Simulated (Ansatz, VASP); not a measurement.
Y2Si2F in VASP and in Ansatz

Contents of INCAR:

```
PREC = Accurate ; ENCUT = 600
EDIFF = 1E-6 ; ISMEAR = 0
SIGMA = 0.1 ; LREAL = False
LASPH = True ; NELM = 100
ALGO = Normal ; ISIF = 3
LWAVE = False ; LCHARG = False
GGA = PE ; IBRION = 2
NSW = 90 ; EDIFFG = -0.04
```

Contents of KPOINTS:

```
Automatic mesh
0
Gamma
  6 6 4
```

Contents of POSCAR:

```
Y2Si2F
1.0
    5.0317232900      0.0000000000      0.0000000000
   -2.5158616500      4.3576001900      0.0000000000
    0.0000000000      0.0000000000      4.7503779600
Y Si F
2 2 1
Direct
    0.3333333300      0.6666666700      0.0000000000
    0.6666666700      0.3333333300      0.0000000000
    0.0000000000      0.0000000000      0.3015366800
    0.0000000000      0.0000000000      0.6984633200
    0.0000000000      0.0000000000      0.0000000000
```

Input for Ansatz:

```yaml
crystal:
  lattice:
    - [5.03172329, 0.0, 0.0]
    - [-2.51586165, 4.35760019, 0.0]
    - [0.0, 0.0, 4.75037796]
  atoms:
    - { symbol: "Y", position: [0.33333333, 0.66666667, 0.0] }
    - { symbol: "Y", position: [0.66666667, 0.33333333, 0.0] }
    - { symbol: Si, position: [0.0, 0.0, 0.30153668] }
    - { symbol: Si, position: [0.0, 0.0, 0.69846332] }
    - { symbol: F, position: [0.0, 0.0, 0.0] }
basis:
  ecutwfc: 420
kpoints:
  mp_grid: { grid: [6, 6, 4] }
hamiltonian:
  xc: pbe
scf:
  occupations: { method: gaussian, width: 0.1 }
  lower_state_search: "off"
output:
  forces: true
  stress: true
  eigenvalues: true
relax:
  adjacent_minimum: "off"
  f_tol: 0.04
  max_steps: 70
  cell: { stress_tol: 0.4 }
```

Alike in both runs: task relaxation of cell and atoms; functional PBE; k mesh 6 × 6 × 4; occupations gaussian, width 0.1 eV; no spin polarisation.

|  | VASP | Ansatz |
| --- | --- | --- |
| version | VASP 6.6.1 | Ansatz 0.2.0 |
| potentials or method | VASP PAW PBE potentials, release 64 (Y_sv, Si, F), cutoff 600 eV | scalar-relativistic, plane waves, PAW |
| valence electrons in the cell | 37 | 37 |

|  | VASP | Ansatz | Ansatz less VASP |
| --- | --- | --- | --- |
| gap on the k mesh at the Fermi level, each at its own relaxed structure (eV) | none | none | - |
| relaxed volume (Å³/atom) | 28.87 | 29.14 | +0.273 |
| relaxed cell length with the largest relative difference (Å) | 6.132 | 6.180 | +0.0483 |

A gap of «none» marks a metal or a gap that the smearing closes.

Noted on VASP's run: the volume moved by over 15 % at a fixed basis, so the end points are rough.
